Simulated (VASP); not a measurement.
# GaAs (F-43m) in VASP: a series of runs

The runs below take GaAs through single point, with r2SCAN50, b88 exchange, pbe correlation, PBE.

Program: VASP 6.6.1. These are calculated values, not measurements. Logs are shortened: lines on timing, memory, paths and dates and some standing lists are left out, and cuts for length are marked.

### 1 The cell of the first run

Symmetry: F-43m, No. 216, cubic system. The conventional cell has a = 5.728 Å, b = 5.728 Å, c = 5.728 Å, α = 90.00°, β = 90.00°, γ = 90.00°. As (site symmetry -43m) has 4 Ga at 2.48 Å within 3.3 Å. Ga (site symmetry -43m) has 4 As at 2.48 Å within 3.3 Å.

### 2 Single point, r2SCAN50

POSCAR

```
GaAs
1.0
    0.0000000000      2.8640496607      2.8640496607
    2.8640496607      0.0000000000      2.8640496607
    2.8640496607      2.8640496607      0.0000000000
As Ga
1 1
Direct
    0.7500000000      0.7500000000      0.7500000000
    0.0000000000      0.0000000000      0.0000000000
```

INCAR.step1

```
PREC = Accurate
ENCUT = 520
EDIFF = 1E-5
ISMEAR = -1
SIGMA = 0.05
LREAL = False
LASPH = True
NELM = 60
ALGO = Normal
ISIF = 2
LWAVE = True
LCHARG = False
NBANDS = 16
GGA = PE
```

INCAR.step2

```
PREC = Accurate
ENCUT = 520
EDIFF = 1E-6
ISMEAR = -1
SIGMA = 0.05
LREAL = False
LASPH = True
NELM = 60
ALGO = Normal
ISIF = 2
LWAVE = False
LCHARG = False
METAGGA = R2SCAN
LHFCALC = True
AEXX = 0.5
LMIXTAU = True
PRECFOCK = Normal
NBANDS = 16
ISTART = 1
```

KPOINTS

```
regular mesh
0
Gamma
  4 4 4
```

Potentials or basis: VASP PAW PBE potentials, release 64 (As, Ga_d).

Started as:

```console
> cat potpaw_PBE.64/As/POTCAR potpaw_PBE.64/Ga_d/POTCAR > POTCAR
> cp INCAR.step1 INCAR
> mpirun -np 1 vasp_std > vasp.out
> cp INCAR.step2 INCAR
> mpirun -np 1 vasp_std > vasp.out
```

OUTCAR:

```text
PREC = Accurate
   ENCUT = 520
   EDIFF = 1E-6
   ISMEAR = -1
   LREAL = False
   LASPH = True
   NELM = 60
   ISIF = 2
   METAGGA = R2SCAN
   LHFCALC = True
   AEXX = 0.5
   PRECFOCK = Normal
   ISTART = 1

 ion  position               nearest neighbor table
   1  0.750  0.750  0.750-   2 2.48   2 2.48   2 2.48   2 2.48
   2  0.000  0.000  0.000-   1 2.48   1 2.48   1 2.48   1 2.48

  LATTYP: Found a face centered cubic cell.
 ALAT       =     5.7280993214

  Lattice vectors:

 A1 = (   0.0000000000,   2.8640496607,   2.8640496607)
 A2 = (   2.8640496607,   0.0000000000,   2.8640496607)
 A3 = (   2.8640496607,   2.8640496607,   0.0000000000)

Analysis of symmetry for initial positions (statically):
=====================================================================
 Subroutine PRICEL returns:
 Original cell was already a primitive cell.

 Routine SETGRP: Setting up the symmetry group for a
 face centered cubic supercell.

 Subroutine GETGRP returns: Found 24 space group operations
 (whereof 24 operations were pure point group operations)
 out of a pool of 48 trial point group operations.

The static configuration has the point symmetry T_d .

Analysis of symmetry for dynamics (positions and initial velocities):
=====================================================================
 Subroutine PRICEL returns:
 Original cell was already a primitive cell.

 Routine SETGRP: Setting up the symmetry group for a
 face centered cubic supercell.

 Subroutine GETGRP returns: Found 24 space group operations
 (whereof 24 operations were pure point group operations)
 out of a pool of 48 trial point group operations.

The dynamic configuration has the point symmetry T_d .

 Subroutine INISYM returns: Found 24 space group operations
 (whereof 24 operations are pure point group operations),
 and found     1 'primitive' translations

----------------------------------------------------------------------------------------

                                     Primitive cell

  volume of cell :      46.9863

  direct lattice vectors                    reciprocal lattice vectors
     0.000000000  2.864049661  2.864049661    -0.174577978  0.174577978  0.174577978
     2.864049661  0.000000000  2.864049661     0.174577978 -0.174577978  0.174577978
     2.864049661  2.864049661  0.000000000     0.174577978  0.174577978 -0.174577978

  length of vectors
     4.050377873  4.050377873  4.050377873     0.302377929  0.302377929  0.302377929

  position of ions in fractional coordinates (direct lattice)
     0.750000000  0.750000000  0.750000000
     0.000000000  0.000000000  0.000000000

  ion indices of the primitive-cell ions
   primitive index   ion index
                 1           1
                 2           2

----------------------------------------------------------------------------------------

 KPOINTS: regular mesh

Automatic generation of k-mesh.
 Grid dimensions read from file:
 generate k-points for:    4    4    4

 Generating k-lattice:

  Cartesian coordinates                     Fractional coordinates (reciprocal lattice)
    -0.043644495  0.043644495  0.043644495     0.250000000  0.000000000  0.000000000
     0.043644495 -0.043644495  0.043644495     0.000000000  0.250000000  0.000000000
     0.043644495  0.043644495 -0.043644495     0.000000000  0.000000000  0.250000000

  Length of vectors
     0.075594482  0.075594482  0.075594482

  Shift w.r.t. Gamma in fractional coordinates (k-lattice)
     0.000000000  0.000000000  0.000000000

 Subroutine IBZKPT returns following result:
 ===========================================

 Found      8 irreducible k-points:

 Following reciprocal coordinates:
            Coordinates               Weight
  0.000000  0.000000  0.000000      1.000000
  0.250000  0.000000  0.000000      8.000000
  0.500000  0.000000  0.000000      4.000000
  0.250000  0.250000  0.000000      6.000000
  0.500000  0.250000  0.000000     24.000000
 -0.250000  0.250000  0.000000     12.000000
  0.500000  0.500000  0.000000      3.000000
 -0.250000  0.500000  0.250000      6.000000
   k-points           NKPTS =      8   k-points in BZ     NKDIM =     64   number of bands    NBANDS=     16
   number of dos      NEDOS =    301   number of ions     NIONS =      2
   total plane-waves  NPLWV =  27000
   dimension x,y,z NGX =    30 NGY =   30 NGZ =   30
   dimension x,y,z NGXF=    60 NGYF=   60 NGZF=   60
   ions per type =               1   1
   NGX,Y,Z   is equivalent  to a cutoff of  12.31, 12.31, 12.31 a.u.
   NGXF,Y,Z  is equivalent  to a cutoff of  24.63, 24.63, 24.63 a.u.
 SYSTEM =  unknown system
   PREC   = accura    normal or accurate (medium, high low for compatibility)
   ISTART =      1    job   : 0-new  1-cont  2-samecut
   ICHARG =      0    charge: 1-file 2-atom 10-const
   ISPIN  =      1    spin polarized calculation?
   LNONCOLLINEAR =      F non collinear calculations
   LSORBIT =      F    spin-orbit coupling
   LASPH  =      T    aspherical Exc in radial PAW
   ENCUT  =  520.0 eV  38.22 Ry    6.18 a.u.   7.53  7.53  7.53*2*pi/ulx,y,z
   NELM   =     60;   NELMIN=  2; NELMDL=  0     # of ELM steps
   EDIFF  = 0.1E-05   stopping-criterion for ELM
   LREAL  =      F    real-space projection
   EDIFFG = 0.1E-04   stopping-criterion for IOM
   NSW    =      0    number of steps for IOM
   IBRION =     -1    ionic relax: 0-MD 1-quasi-New 2-CG
   NFREE  =      0    steps in history (QN), initial steepest desc. (CG)
   ISIF   =      2    stress and relaxation
   ISYM   =      3    0-nonsym 1-usesym 2-fastsym
   POTIM  = 0.5000    time-step for ionic-motion
   TEBEG  =    0.0;   TEEND  =   0.0 temperature during run
   PSTRESS=    0.0 pullay stress
   NELECT =      18.0000    total number of electrons
   NUPDOWN=      -1.0000    fix difference up-down
   EMIN   =  10.00;   EMAX   =-10.00  energy-range for DOS
   EFERMI =   0.00;   METHOD = LEGACY
   ISMEAR =    -1;   SIGMA  =   0.05  broadening in eV -4-tet -1-fermi 0-gaus
   EFERMI_NEDOS =   21; number of points for ismear=-14 and -15
   IALGO  =     38    algorithm
   IMIX   =      1    mixing-type and parameters
     AMIX     =   0.40;   BMIX     =  1.00
     AMIX_MAG =   1.60;   BMIX_MAG =  1.00
  volume/ion in A,a.u.               =      23.49       158.54
  Fermi-wavevector in a.u.,A,eV,Ry     =   1.188982  2.246849 19.234246  1.413677
  Thomas-Fermi vector in A             =   2.325099
   LORBIT       =      0    0 simple, 1 ext, 2 COOP (PROOUT), +10 PAW based schemes
   METAGGA = R2SCAN    functional components
   LHFCALC =     T    Hartree Fock is set to
   PRECFOCK=normal    Normal, Fast or Accurate (Low or Medium for compatibility)
   ENCUT4O =  -1.0   cutoff for four orbital integrals eV
   NKREDX  =     1    reduce k-point grid by
   NKREDY  =     1    reduce k-point grid by
   NKREDZ  =     1    reduce k-point grid by
   AEXX    =    0.5000 exact exchange contribution
   HFSCREEN=    0.0000 screening length (either q_TF or 0.3 A-1)
   HFSCREENC=   0.0000 screening length for correlation (either q_TF or 0.3 A-1)
   ENCUTFOCK=  -1.0 apply spherical cutoff to Coloumb kernel
   IVDW    =     0    specifies the selected vdW correction
   LEPSILON=     F    determine dielectric tensor
   LRPA    =     F    only Hartree local field effects (RPA)
 non-spin polarized calculation
  energy-cutoff  :      520.00
  volume of cell :       46.99
 maximum number of plane-waves:      1283
  NGX = 24; NGY = 24; NGZ = 24

 number of electron      17.9999984 magnetization

 Free energy of the ion-electron system (eV)
  ---------------------------------------------------
  ext. energy  EPLUGINS =         0.00000000
  ---------------------------------------------------
  free energy    TOTEN  =       -23.23999717 eV

  energy without entropy =      -23.23999717  energy(sigma->0) =      -23.23999717

 E-fermi :   2.9640     XC(G=0):  -5.6498

 val. band max:        1.8977738026   @ k =   0.0000   0.0000   0.0000
 cond. band min:       5.4490121245   @ k =   0.0000   0.0000   0.0000
 fundamental gap:      3.5512383220
 Fermi energy:         2.9639736673

 k-point     1 :       0.0000    0.0000    0.0000
  band No.  band energies     occupation
      1     -18.3806      2.00000
      2     -18.3806      2.00000
      3     -18.3806      2.00000
      4     -18.3019      2.00000
      5     -18.3019      2.00000
      6     -13.2051      2.00000
      7       1.8978      2.00000
      8       1.8978      2.00000
      9       1.8978      2.00000
     10       5.4490      0.00000
     11       8.8230      0.00000
     12       8.8231      0.00000
     13       8.8231      0.00000
     14      12.9632      0.00000
     15      15.5472      0.00000
     16      15.5472      0.00000

 k-point     2 :       0.2500    0.0000    0.0000
  band No.  band energies     occupation
      1     -18.3963      2.00000
      2     -18.3723      2.00000
      3     -18.3723      2.00000
      4     -18.3021      2.00000
      5     -18.3021      2.00000
      6     -12.4308      2.00000
      7      -2.7124      2.00000
      8       1.1665      2.00000
      9       1.1665      2.00000
     10       6.3827      0.00000
     11       9.7679      0.00000
     12       9.7680      0.00000
     13      11.1962      0.00000
     14      14.3212      0.00000
     15      14.3751      0.00000
     16      14.3751      0.00000

 k-point     3 :       0.5000    0.0000    0.0000
  band No.  band energies     occupation
      1     -18.4118      2.00000
      2     -18.3654      2.00000
      3     -18.3654      2.00000
      4     -18.3009      2.00000
      5     -18.3009      2.00000
      6     -11.2297      2.00000
      7      -5.7490      2.00000
      8       0.6220      2.00000
      9       0.6220      2.00000
     10       5.8705      0.00000
     11       9.7686      0.00000
     12       9.7687      0.00000
     13      12.9960      0.00000
     14      16.0178      0.00000
     15      17.6127      0.00000
     16      17.6127      0.00000

 k-point     4 :       0.2500    0.2500    0.0000
  band No.  band energies     occupation
      1     -18.4100      2.00000
      2     -18.3634      2.00000
      3     -18.3634      2.00000
      4     -18.3092      2.00000
      5     -18.2979      2.00000
      6     -12.1598      2.00000
      7      -2.6276      2.00000
      8       0.0376      2.00000
      9       0.0376      2.00000
     10       6.8578      0.00000
     11       8.2732      0.00000
     12      12.0060      0.00000
     13      12.0060      0.00000
     14      12.6987      0.00000
     15      16.6618      0.00000
     16      17.0432      0.00000

 k-point     5 :       0.5000    0.2500    0.0000
  band No.  band energies     occupation
      1     -18.4219      2.00000
      2     -18.3576      2.00000
      3     -18.3550      2.00000
      4     -18.3097      2.00000
      5     -18.2980      2.00000
      6     -10.8914      2.00000
      7      -5.2973      2.00000
      8      -1.6637      2.00000
      9      -0.3836      2.00000
     10       7.0743      0.00000
     11       9.8966      0.00000
     12      11.4452      0.00000
     13      12.3616      0.00000
     14      16.0107      0.00000
     15      17.7258      0.00000
     16      18.2595      0.00000

 k-point     6 :      -0.2500    0.2500    0.0000
  band No.  band energies     occupation
      1     -18.4122      2.00000
      2     -18.3627      2.00000
      3     -18.3625      2.00000
      4     -18.3035      2.00000
      5     -18.3025      2.00000
      6     -11.3595      2.00000
      7      -4.5432      2.00000
      8      -1.8150      2.00000
      9       0.5603      2.00000
     10       7.7548      0.00000
     11      10.8527      0.00000
     12      10.9879      0.00000
     13      11.0041      0.00000
     14      13.6408      0.00000
     15      16.0303      0.00000
     16      18.3394      0.00000

 k-point     7 :       0.5000    0.5000    0.0000
  band No.  band energies     occupation
      1     -18.4365      2.00000
      2     -18.3457      2.00000
      3     -18.3457      2.00000
      4     -18.3182      2.00000
      5     -18.2938      2.00000
      6     -10.3790      2.00000
      7      -5.9470      2.00000
      8      -1.1331      2.00000
      9      -1.1331      2.00000
     10       6.1964      0.00000
     11       6.4935      0.00000
     12      16.1162      0.00000
     13      16.1162      0.00000
     14      16.7146      0.00000
     15      18.9860      0.00000
     16      19.1292      0.00000

 k-point     8 :      -0.2500    0.5000    0.2500
  band No.  band energies     occupation
      1     -18.4257      2.00000
      2     -18.3583      2.00000
      3     -18.3470      2.00000
      4     -18.3105      2.00000
      5     -18.2994      2.00000
      6     -10.3260      2.00000
      7      -5.7014      2.00000
      8      -2.0730      2.00000
      9      -1.7863      2.00000
     10       9.6411      0.00000
     11       9.9335      0.00000
     12      10.7536      0.00000
     13      11.1766      0.00000
     14      16.9071      0.00000
     15      18.0401      0.00000
     16      19.0259      0.00000

------------------------ aborting loop because EDIFF is reached ----------------------------------------

  FORCE on cell =-STRESS in cart. coord.  units (eV):
  Direction    XX          YY          ZZ          XY          YZ          ZX
  --------------------------------------------------------------------------------------
  -------------------------------------------------------------------------------------
  Total       -1.4268199     -1.4268199     -1.4268199      0.0000000     -0.0000000      0.0000000
  in kB      -48.6528322    -48.6528322    -48.6528322      0.0000000     -0.0000000      0.0000000
  external PRESSURE =     -48.6528322 kB  Pullay stress =       0.0000000 kB

 VOLUME and BASIS-vectors are now :
 -----------------------------------------------------------------------------
  energy-cutoff  :      520.00
  volume of cell :       46.99
      direct lattice vectors                 reciprocal lattice vectors
     0.000000000  2.864049661  2.864049661    -0.174577978  0.174577978  0.174577978
     2.864049661  0.000000000  2.864049661     0.174577978 -0.174577978  0.174577978
     2.864049661  2.864049661  0.000000000     0.174577978  0.174577978 -0.174577978

 POSITION                                       TOTAL-FORCE (eV/Angst)
 -----------------------------------------------------------------------------------
      4.29607      4.29607      4.29607         0.000000      0.000000     -0.000000
      0.00000      0.00000      0.00000        -0.000000     -0.000000      0.000000
 -----------------------------------------------------------------------------------
    total drift:                                0.000036      0.000047      0.000041

  FREE ENERGIE OF THE ION-ELECTRON SYSTEM (eV)
  ---------------------------------------------------
  free  energy   TOTEN  =       -23.2399971677 eV

  energy  without entropy=      -23.2399971676  energy(sigma->0) =      -23.23999717
```

Run time: 5.7 min. Hardware: 1 thread of Intel Xeon Platinum 8488C (Sapphire Rapids), shared host; peak memory 0.18 GiB.

Results:

```
Free energy            : -23.2400 eV
Pressure               : -4.9 GPa
Band gap on the k mesh : 3.55 eV
```

Levels at points of the mesh, in eV from the valence-band top:
| k point | band 7 | band 8 | band 9 | band 10 | band 11 | band 12 |
| --- | --- | --- | --- | --- | --- | --- |
| (0.00, 0.00, 0.00) | 0.00 | 0.00 | 0.00 | 3.55 | 6.93 | 6.93 |
| (0.50, 0.00, 0.00) | -7.65 | -1.28 | -1.28 | 3.97 | 7.87 | 7.87 |
| (0.50, 0.50, 0.00) | -7.84 | -3.03 | -3.03 | 4.30 | 4.60 | 14.22 |

Caveat: the k points lie up to 0.47 Å⁻¹ apart; the PAW data sets were made with another functional, which shifts forces and pressure a little. A k mesh can miss the band edges.

[end of part 1 of 2]
